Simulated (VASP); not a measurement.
Set up this calculation in VASP 6.6.1, as the native input.

```yaml
Task: single point
Functional: LDA
Potentials_or_basis: VASP PAW LDA potentials, release 64 (Li_sv, Mg)
Cutoff: 520 eV
k_mesh: 16 × 16 × 16
Occupations: gaussian, width 0.15 eV
Spin: no spin polarisation
Dipole_correction: no
Further_INCAR_settings: ALGO = Fast; EDIFF = 1e-06; NBANDS = 10
```

The structure of LiMg lies in POSCAR:

```
LiMg
1.0
    3.4153260000      0.0000000000      0.0000000000
    0.0000000000      3.4153260000      0.0000000000
    0.0000000000      0.0000000000      3.4153260000
Li Mg
1 1
Direct
    0.0000000000      0.0000000000      0.0000000000
    0.5000000000      0.5000000000      0.5000000000
```

The input as run:

INCAR

```
ALGO = Fast
EDIFF = 1E-6
ENCUT = 520
GGA = CA
ISIF = 2
ISMEAR = 0
LASPH = True
LCHARG = True
LELF = True
LREAL = False
LVHAR = True
LWAVE = False
NBANDS = 10
NELM = 80
PREC = Accurate
SIGMA = 0.15
```

KPOINTS

```
k-points
0
Gamma
  16 16 16
```

Potentials or basis: VASP PAW LDA potentials, release 64 (Li_sv, Mg).

Launch:

```sh
$ cat potpaw_LDA.64/Li_sv/POTCAR potpaw_LDA.64/Mg/POTCAR > POTCAR
$ mpirun -np 1 vasp_std > vasp.out
```

It took 51 s on 1 thread of Intel Xeon 6975P-C (shared host), peak memory 0.19 GiB.
